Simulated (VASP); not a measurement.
# TlPt (P6/mmm) in VASP: notebook

Runs on TlPt. Level: PBE. Tasks: single point.

Program: VASP 6.6.1. These are calculated values, not measurements. Logs are shortened: lines on timing, memory, paths and dates and some standing lists are left out, and cuts for length are marked.

## (1) The cell of the first run

The structure is hexagonal, space group P6/mmm (No. 191). Conventional cell: a = 6.499 Å, b = 6.499 Å, c = 4.060 Å, α = 90.00°, β = 90.00°, γ = 120.00°. Within 3.6 Å of Tl (site symmetry mmm) lie 6 Pt at 2.76 to 3.25 Å and 4 Tl at 3.25 Å. Pt (site symmetry 6/mmm) has 6 Tl at 3.25 Å and 14 Pt at 4.06 to 4.27 Å within 4.3 Å. Within 3.6 Å of Pt (site symmetry -6m2) lie 6 Tl at 2.76 Å.

## (2) Single point, PBE (uniaxial strain along c: +2.0 %, then relaxed in part)

Contents of INCAR:

```
  PREC = Accurate
  ENCUT = 520
  EDIFF = 1E-6
  ISMEAR = 0
  SIGMA = 0.1
  LREAL = False
  LASPH = True
  NELM = 80
  ALGO = Fast
  ISIF = 2
  LWAVE = False
  LCHARG = True
  GGA = PE
  LELF = True
  LVHAR = True
  NBANDS = 44
```

Contents of KPOINTS:

```
Automatic mesh
0
Gamma
  6 6 10
```

Contents of POSCAR:

```
TlPt
1.0
    6.4986101843      0.0000000000      0.0000000000
   -3.2493050922      5.6279615089      0.0000000000
    0.0000000000      0.0000000000      4.0603469007
Tl Pt
3 3
Direct
    0.5000000000      0.0000000000      0.0000000000
    0.5000000000      0.5000000000      0.0000000000
    0.0000000000      0.5000000000      0.0000000000
    0.0000000000      0.0000000000      0.0000000000
    0.3333333335      0.6666666665      0.5000000000
    0.6666666665      0.3333333335      0.5000000000
```

Potentials or basis: VASP PAW PBE potentials, release 64 (Tl_d, Pt).

On the command line:

```bash
$ cat potpaw_PBE.64/Tl_d/POTCAR potpaw_PBE.64/Pt/POTCAR > POTCAR
$ mpirun -np 1 vasp_std > vasp.out
```

OUTCAR:

```text
PREC = Accurate
   ENCUT = 520
   EDIFF = 1E-6
   ISMEAR = 0
   LREAL = False
   LASPH = True
   NELM = 80
   ISIF = 2
   GGA = PE

 ion  position               nearest neighbor table
   1  0.500  0.000  0.000-   5 2.76   6 2.76   5 2.76   6 2.76   3 3.25   3 3.25   4 3.25   4 3.25
                             2 3.25   2 3.25
   2  0.500  0.500  0.000-   5 2.76   6 2.76   5 2.76   6 2.76   4 3.25   4 3.25   3 3.25   3 3.25
                             1 3.25   1 3.25
   3  0.000  0.500  0.000-   5 2.76   6 2.76   5 2.76   6 2.76   1 3.25   1 3.25   2 3.25   2 3.25
                             4 3.25   4 3.25
   4  0.000  0.000  0.000-   2 3.25   2 3.25   1 3.25   1 3.25   3 3.25   3 3.25
   5  0.333  0.667  0.500-   2 2.76   2 2.76   3 2.76   3 2.76   1 2.76   1 2.76
   6  0.667  0.333  0.500-   2 2.76   2 2.76   3 2.76   3 2.76   1 2.76   1 2.76

  LATTYP: Found a hexagonal cell.
 ALAT       =     6.4986101843
 C/A-ratio  =     0.6248023478

  Lattice vectors:

 A1 = (   6.4986101843,   0.0000000000,   0.0000000000)
 A2 = (  -3.2493050922,   5.6279615089,   0.0000000000)
 A3 = (   0.0000000000,   0.0000000000,   4.0603469007)

Analysis of symmetry for initial positions (statically):
=====================================================================
 Subroutine PRICEL returns:
 Original cell was already a primitive cell.

 Routine SETGRP: Setting up the symmetry group for a
 hexagonal supercell.

 Subroutine GETGRP returns: Found 24 space group operations
 (whereof 24 operations were pure point group operations)
 out of a pool of 24 trial point group operations.

The static configuration has the point symmetry D_6h.

Analysis of symmetry for dynamics (positions and initial velocities):
=====================================================================
 Subroutine PRICEL returns:
 Original cell was already a primitive cell.

 Routine SETGRP: Setting up the symmetry group for a
 hexagonal supercell.

 Subroutine GETGRP returns: Found 24 space group operations
 (whereof 24 operations were pure point group operations)
 out of a pool of 24 trial point group operations.

The dynamic configuration has the point symmetry D_6h.

 Subroutine INISYM returns: Found 24 space group operations
 (whereof 24 operations are pure point group operations),
 and found     1 'primitive' translations

----------------------------------------------------------------------------------------

                                     Primitive cell

  volume of cell :     148.5028

  direct lattice vectors                    reciprocal lattice vectors
     6.498610184  0.000000000  0.000000000     0.153879056  0.088842114  0.000000000
    -3.249305092  5.627961509  0.000000000     0.000000000  0.177684229  0.000000000
     0.000000000  0.000000000  4.060346901     0.000000000  0.000000000  0.246284375

  length of vectors
     6.498610184  6.498610184  4.060346901     0.177684229  0.177684229  0.246284375

  position of ions in fractional coordinates (direct lattice)
     0.500000000  0.000000000  0.000000000
     0.500000000  0.500000000  0.000000000
     1.000000000  0.500000000  0.000000000
     0.000000000  0.000000000  0.000000000
     0.333333334  0.666666666  0.500000000
     0.666666666  0.333333334  0.500000000

  ion indices of the primitive-cell ions
   primitive index   ion index
                 1           1
                 2           2
                 3           3
                 4           4
                 5           5
                 6           6

----------------------------------------------------------------------------------------

 KPOINTS: Automatic mesh

Automatic generation of k-mesh.
 Grid dimensions read from file:
 generate k-points for:    6    6   10

 Generating k-lattice:

  Cartesian coordinates                     Fractional coordinates (reciprocal lattice)
     0.025646509  0.014807019  0.000000000     0.166666667  0.000000000  0.000000000
     0.000000000  0.029614038  0.000000000     0.000000000  0.166666667  0.000000000
[... 51 lines left out ...]

 E-fermi :   6.0316     XC(G=0): -10.5509

 val. band max:        6.0305939596   @ k =   0.1667   0.0000   0.4000
 cond. band min:       6.0340817645   @ k =   0.3333   0.0000   0.2000
 fundamental gap:      0.0034878050
 Fermi energy:         6.0315870829

 k-point     1 :       0.0000    0.0000    0.0000
  band No.  band energies     occupation
      1      -6.2640      2.00000
      2      -5.7601      2.00000
      3      -5.7601      2.00000
      4      -5.6845      2.00000
      5      -5.5823      2.00000
      6      -5.5823      2.00000
[... 36 lines left out ...]
     43      14.2130      0.00000
     44      14.3314      0.00000

 k-point     2 :       0.1667    0.0000    0.0000
  band No.  band energies     occupation
      1      -6.1984      2.00000
      2      -5.7471      2.00000
      3      -5.7065      2.00000
      4      -5.6747      2.00000
      5      -5.5797      2.00000
      6      -5.5699      2.00000
[... 36 lines left out ...]
     43      13.0804      0.00000
     44      13.5147      0.00000

 k-point     3 :       0.3333    0.0000    0.0000
  band No.  band energies     occupation
      1      -6.0403      2.00000
      2      -5.7034      2.00000
      3      -5.6552      2.00000
      4      -5.5718      2.00000
      5      -5.5607      2.00000
      6      -5.5423      2.00000
[... 36 lines left out ...]
     43      12.9186      0.00000
     44      13.6275      0.00000

 k-point     4 :       0.5000    0.0000    0.0000
  band No.  band energies     occupation
      1      -5.9418      2.00000
      2      -5.6459      2.00000
      3      -5.6145      2.00000
      4      -5.5656      2.00000
      5      -5.5268      2.00000
      6      -5.5091      2.00000
[... 882 lines left out ...]
     43      12.7080      0.00000
     44      12.7080      0.00000

 k-point    23 :       0.1667    0.0000    0.3000
  band No.  band energies     occupation
      1      -6.0524      2.00000
      2      -5.8951      2.00000
      3      -5.7403      2.00000
      4      -5.6999      2.00000
      5      -5.5072      2.00000
      6      -5.4746      2.00000
[... 36 lines left out ...]
     43      12.6289      0.00000
     44      12.7689      0.00000

 k-point    24 :       0.3333    0.0000    0.3000
  band No.  band energies     occupation
      1      -5.9340      2.00000
      2      -5.8366      2.00000
      3      -5.6808      2.00000
      4      -5.5540      2.00000
      5      -5.5511      2.00000
      6      -5.4440      2.00000
[... 36 lines left out ...]
     43      11.5591      0.00000
     44      12.2953      0.00000

 [... further k-points ...]

------------------------ aborting loop because EDIFF is reached ----------------------------------------

  FORCE on cell =-STRESS in cart. coord.  units (eV):
  Direction    XX          YY          ZZ          XY          YZ          ZX
  --------------------------------------------------------------------------------------
  -------------------------------------------------------------------------------------
  Total       -0.0087608     -0.0087608     -0.3969191      0.0000000     -0.0000000     -0.0000000
  in kB       -0.0945192     -0.0945192     -4.2823072      0.0000000     -0.0000000     -0.0000000
  external PRESSURE =      -1.4904486 kB  Pullay stress =       0.0000000 kB

 VOLUME and BASIS-vectors are now :
 -----------------------------------------------------------------------------
  energy-cutoff  :      520.00
  volume of cell :      148.50
      direct lattice vectors                 reciprocal lattice vectors
     6.498610184  0.000000000  0.000000000     0.153879056  0.088842114  0.000000000
    -3.249305092  5.627961509  0.000000000     0.000000000  0.177684229  0.000000000
     0.000000000  0.000000000  4.060346901     0.000000000  0.000000000  0.246284375

 POSITION                                       TOTAL-FORCE (eV/Angst)
 -----------------------------------------------------------------------------------
      3.24931      0.00000      0.00000        -0.000000      0.000000      0.000000
      1.62465      2.81398      0.00000        -0.000000      0.000000      0.000000
     -1.62465      2.81398      0.00000        -0.000000      0.000000      0.000000
      0.00000      0.00000      0.00000        -0.000000      0.000000      0.000000
      0.00000      3.75197      2.03017        -0.000000      0.000000     -0.000000
      3.24931      1.87599      2.03017         0.000000     -0.000000      0.000000
 -----------------------------------------------------------------------------------
    total drift:                               -0.000000      0.000000      0.000000

  FREE ENERGIE OF THE ION-ELECTRON SYSTEM (eV)
  ---------------------------------------------------
  free  energy   TOTEN  =       -21.7542396699 eV

  energy  without entropy=      -21.7300874533  energy(sigma->0) =      -21.74216356
```

Wall time 2.6 min (1 thread of Intel Xeon 6975P-C (Granite Rapids), shared host); peak memory 0.38 GiB.

Results:

* Free energy: -21.7542 eV
* Pressure: -0.1 GPa
* Band gap on the k mesh: zero (an odd number of electrons rules out a gap without spin polarisation)

Levels at points of the mesh, in eV from the Fermi level:
```tsv
k point	band 32	band 33	band 34	band 35	band 36	band 37
(0.00, 0.00, 0.00)	-0.74	-0.46	-0.46	-0.19	-0.19	-0.18
(0.50, 0.00, 0.00)	-0.82	-0.75	-0.73	0.89	1.69	2.87
(0.00, 0.00, 0.50)	-0.92	-0.50	1.01	1.01	1.03	1.03
(0.50, 0.00, 0.50)	-1.28	-0.75	-0.69	0.14	0.54	1.13
```

Caveat: the cell differs from its parent crystal (uniaxial strain along c: +2.0 %, then relaxed in part); spin-orbit coupling is left out, which moves the levels of the heavy elements.

## (3) Single point, PBE (uniaxial strain along c: +1.0 %, then relaxed in part)

Contents of INCAR:

```
SYSTEM = TlPt
ALGO = Fast
EDIFF = 1E-6
ENCUT = 520
GGA = PE
ISIF = 2
ISMEAR = 0
LASPH = .TRUE.
LCHARG = .FALSE.
LREAL = .FALSE.
LWAVE = .FALSE.
NBANDS = 44
NELM = 100
PREC = Accurate
SIGMA = 0.1
```

Contents of KPOINTS:

```
k-points
0
G
  6 6 10
  0 0 0
```

Contents of POSCAR:

```
TlPt
1.0
    6.5418744163      0.0000000000      0.0000000000
   -3.2709372082      5.6654294329      0.0000000000
    0.0000000000      0.0000000000      4.0205395782
Tl Pt
3 3
Direct
    0.5000000000      0.0000000000      0.0000000000
    0.5000000000      0.5000000000      0.0000000000
    0.0000000000      0.5000000000      0.0000000000
    0.0000000000      0.0000000000      0.0000000000
    0.3333333338      0.6666666662      0.5000000000
    0.6666666662      0.3333333338      0.5000000000
```

Potentials or basis: VASP PAW PBE potentials, release 64 (Tl_d, Pt).

On the command line:

```bash
$ cat potpaw_PBE.64/Tl_d/POTCAR potpaw_PBE.64/Pt/POTCAR > POTCAR
$ mpirun -np 1 vasp_std > vasp.out
```

It took 3.1 min on 1 thread of Intel Xeon 6975P-C (Granite Rapids), shared host; peak memory 0.4 GiB.

It converged, with:

```
Free energy            : -21.7570 eV
Pressure               : -0.1 GPa
Band gap on the k mesh : zero (an odd number of electrons rules out a gap without spin polarisation)
```

Stress tensor (GPa, compression positive):
```
 0.00  0.00  0.00
 0.00  0.00  0.00
 0.00  0.00 -0.16
```

Levels at points of the mesh, in eV from the Fermi level:
```tsv
k point	band 30	band 31	band 32	band 33	band 34	band 35	band 36	band 37	band 38	band 39
(0.00, 0.00, 0.00)	-1.19	-0.72	-0.72	-0.47	-0.47	-0.23	-0.21	-0.21	1.53	5.28
(0.50, 0.00, 0.00)	-1.38	-1.18	-0.79	-0.75	-0.73	0.80	1.60	2.82	3.11	3.34
(0.00, 0.00, 0.50)	-1.06	-0.93	-0.93	-0.49	1.00	1.00	1.06	1.06	1.08	1.08
(0.50, 0.00, 0.50)	-1.56	-1.36	-1.27	-0.76	-0.69	0.18	0.55	1.09	2.58	2.67
```

Caveat: the cell differs from its parent crystal (uniaxial strain along c: +1.0 %, then relaxed in part); spin-orbit coupling is left out, which moves the levels of the heavy elements.

## (4) Single point, PBE

This run uses another cell than the first one, of 24.93 Å³/atom.

Contents of INCAR:

```
SYSTEM = TlPt
PREC = Accurate
ENCUT = 520
EDIFF = 1E-7
ISMEAR = 0
SIGMA = 0.1
LREAL = .FALSE.
LASPH = .TRUE.
NELM = 60
ALGO = Fast
ISIF = 2
LWAVE = .FALSE.
LCHARG = .TRUE.
GGA = PE
LELF = .TRUE.
LVHAR = .TRUE.
NBANDS = 44
```

Contents of KPOINTS:

```
regular mesh
0
G
  6 6 10
  0 0 0
```

Contents of POSCAR:

```
TlPt
1.0
    6.5871404291      0.0000000000      0.0000000000
   -3.2935702146      5.7046309499      0.0000000000
    0.0000000000      0.0000000000      3.9807322556
Tl Pt
3 3
Direct
    0.5000000000      0.0000000000      0.0000000000
    0.5000000000      0.5000000000      0.0000000000
    0.0000000000      0.5000000000      0.0000000000
    0.0000000000      0.0000000000      0.0000000000
    0.3333333333      0.6666666667      0.5000000000
    0.6666666667      0.3333333333      0.5000000000
```

On the command line:

```bash
$ cat potpaw_PBE.64/Tl_d/POTCAR potpaw_PBE.64/Pt/POTCAR > POTCAR
$ mpirun -np 1 vasp_std > vasp.out
```

Run time: 3.5 min. Hardware: 1 thread of Intel Xeon 6975P-C (Granite Rapids), shared host; peak memory 0.4 GiB.

It converged, with:

| Item | Value |
| --- | --- |
| Free energy | -21.7579 eV |
| Pressure | 0.0 GPa |
| Band gap on the k mesh | zero (an odd number of electrons rules out a gap without spin polarisation) |

Levels at points of the mesh, in eV from the Fermi level:
```
           k point  band 32  band 33  band 34  band 35  band 36  band 37
(0.00, 0.00, 0.00)    -0.70    -0.48    -0.48    -0.26    -0.23    -0.23
(0.50, 0.00, 0.00)    -0.76    -0.76    -0.70     0.72     1.52     2.78
(0.00, 0.00, 0.50)    -0.93    -0.48     0.99     0.99     1.01     1.01
(0.50, 0.00, 0.50)    -1.26    -0.76    -0.67     0.23     0.57     1.06
```

Caveat: spin-orbit coupling is left out, which moves the levels of the heavy elements.

## (5) Single point, PBE (uniaxial strain along c: -1.0 %, then relaxed in part)

Contents of INCAR:

```
SYSTEM = TlPt
  ALGO = Fast
  EDIFF = 1E-6
  ENCUT = 520
  GGA = PE
  ISIF = 2
  ISMEAR = 0
  LASPH = .True.
  LCHARG = .False.
  LREAL = .False.
  LWAVE = .False.
  NBANDS = 44
  NELM = 100
  PREC = Accurate
  SIGMA = 0.1
```

Contents of KPOINTS:

```
k-points
0
Gamma
  6 6 10
  0 0 0
```

Contents of POSCAR:

```
TlPt
1.0
    6.6351855413      0.0000000000      0.0000000000
   -3.3175927707      5.7462392376      0.0000000000
    0.0000000000      0.0000000000      3.9409249330
Tl Pt
3 3
Direct
    0.5000000000      0.0000000000      0.0000000000
    0.5000000000      0.5000000000      0.0000000000
    0.0000000000      0.5000000000      0.0000000000
    0.0000000000      0.0000000000      0.0000000000
    0.3333333334      0.6666666666      0.5000000000
    0.6666666666      0.3333333334      0.5000000000
```

On the command line:

```bash
$ cat potpaw_PBE.64/Tl_d/POTCAR potpaw_PBE.64/Pt/POTCAR > POTCAR
$ mpirun -np 1 vasp_std > vasp.out
```

It took 2.4 min on 1 thread of Intel Xeon 6975P-C (Granite Rapids), shared host; peak memory 0.4 GiB.

It converged, with:

| Quantity | Value |
| --- | --- |
| Free energy | -21.7572 eV |
| Pressure | 0.1 GPa |
| Band gap on the k mesh | zero (an odd number of electrons rules out a gap without spin polarisation) |

Stress tensor (GPa, compression positive):
```
-0.01  0.00  0.00
 0.00 -0.01  0.00
 0.00  0.00  0.19
```

Levels at points of the mesh, in eV from the Fermi level:
| k point | band 32 | band 33 | band 34 | band 35 | band 36 | band 37 |
| --- | --- | --- | --- | --- | --- | --- |
| (0.00, 0.00, 0.00) | -0.66 | -0.47 | -0.47 | -0.29 | -0.24 | -0.24 |
| (0.50, 0.00, 0.00) | -0.76 | -0.71 | -0.66 | 0.65 | 1.43 | 2.74 |
| (0.00, 0.00, 0.50) | -0.92 | -0.47 | 0.97 | 0.97 | 0.99 | 0.99 |
| (0.50, 0.00, 0.50) | -1.24 | -0.75 | -0.64 | 0.29 | 0.59 | 1.03 |

Caveat: the cell differs from its parent crystal (uniaxial strain along c: -1.0 %, then relaxed in part); spin-orbit coupling is left out, which moves the levels of the heavy elements.

## (6) Single point, PBE (uniaxial strain along c: +1.0 %)

Contents of INCAR:

```
SYSTEM = TlPt
PREC = Accurate ; ENCUT = 520
EDIFF = 1E-7 ; ISMEAR = 0
SIGMA = 0.1 ; LREAL = .FALSE.
LASPH = .TRUE. ; NELM = 100
ALGO = Fast ; ISIF = 2
LWAVE = .FALSE. ; LCHARG = .TRUE.
GGA = PE ; LELF = .TRUE.
LVHAR = .TRUE. ; NBANDS = 44
```

Contents of KPOINTS:

```
regular mesh
0
G
  6 6 10
  0 0 0
```

Contents of POSCAR:

```
TlPt
1.0
    6.5706725781      0.0000000000      0.0000000000
   -3.2853362890      5.6903693725      0.0000000000
    0.0000000000      0.0000000000      4.0205395782
Tl Pt
3 3
Direct
    0.5000000000      0.0000000000      0.0000000000
    0.5000000000      0.5000000000      0.0000000000
    0.0000000000      0.5000000000      0.0000000000
    0.0000000000      0.0000000000      0.0000000000
    0.3333333333      0.6666666667      0.5000000000
    0.6666666667      0.3333333333      0.5000000000
```

Potentials or basis: VASP PAW PBE potentials, release 64 (Tl_d, Pt).

On the command line:

```bash
$ cat potpaw_PBE.64/Tl_d/POTCAR potpaw_PBE.64/Pt/POTCAR > POTCAR
$ mpirun -np 1 vasp_std > vasp.out
```

It took 3 min on 1 thread of Intel Xeon 6975P-C (Granite Rapids), shared host; peak memory 0.41 GiB.

Results (log left out):

```yaml
Free_energy: -21.7558 eV
Pressure: -0.6 GPa
Band_gap_on_the_k_mesh: zero (an odd number of electrons rules out a gap without spin polarisation)
```

Stress tensor (GPa, compression positive):
```
-0.47  0.00  0.00
 0.00 -0.47  0.00
 0.00  0.00 -0.81
```

Levels at points of the mesh, in eV from the Fermi level:
```
           k point  band 32  band 33  band 34  band 35  band 36  band 37
(0.00, 0.00, 0.00)    -0.70    -0.47    -0.47    -0.24    -0.20    -0.20
(0.50, 0.00, 0.00)    -0.77    -0.75    -0.71     0.77     1.56     2.80
(0.00, 0.00, 0.50)    -0.91    -0.48     0.97     0.97     1.06     1.06
(0.50, 0.00, 0.50)    -1.24    -0.74    -0.67     0.19     0.54     1.09
```

Caveat: the cell differs from its parent crystal (uniaxial strain along c: +1.0 %); spin-orbit coupling is left out, which moves the levels of the heavy elements.

## (7) Summary

```csv
cell,further INCAR settings,gap on the mesh (eV),pressure (GPa)
"a = 6.499, b = 6.499, c = 4.060 Å, angles 90.0, 90.0, 120.0°, 6 atoms",ALGO = Fast; EDIFF = 1e-06; NBANDS = 44,none,-0.1
"a = 6.542, b = 6.542, c = 4.021 Å, angles 90.0, 90.0, 120.0°, 6 atoms",ALGO = Fast; EDIFF = 1e-06; NBANDS = 44,none,-0.1
"a = 6.587, b = 6.587, c = 3.981 Å, angles 90.0, 90.0, 120.0°, 6 atoms",ALGO = Fast; EDIFF = 1e-07; NBANDS = 44,none,0.0
"a = 6.635, b = 6.635, c = 3.941 Å, angles 90.0, 90.0, 120.0°, 6 atoms",ALGO = Fast; EDIFF = 1e-06; NBANDS = 44,none,0.1
"a = 6.571, b = 6.571, c = 4.021 Å, angles 90.0, 90.0, 120.0°, 6 atoms",ALGO = Fast; EDIFF = 1e-07; NBANDS = 44,none,-0.6
```

Alike in all rows: task single point; level PBE; potentials or basis VASP PAW PBE potentials, release 64 (Tl_d, Pt); no spin polarisation; k mesh 6 × 6 × 10; cutoff (eV) 520; smearing gaussian 0.1 eV.

Caveats: spin-orbit coupling is left out, which moves the levels of the heavy elements.

Absolute energies hang on the potentials; compare differences alone.

The gap in the log of VASP goes by the Fermi energy; the results here count the filled bands.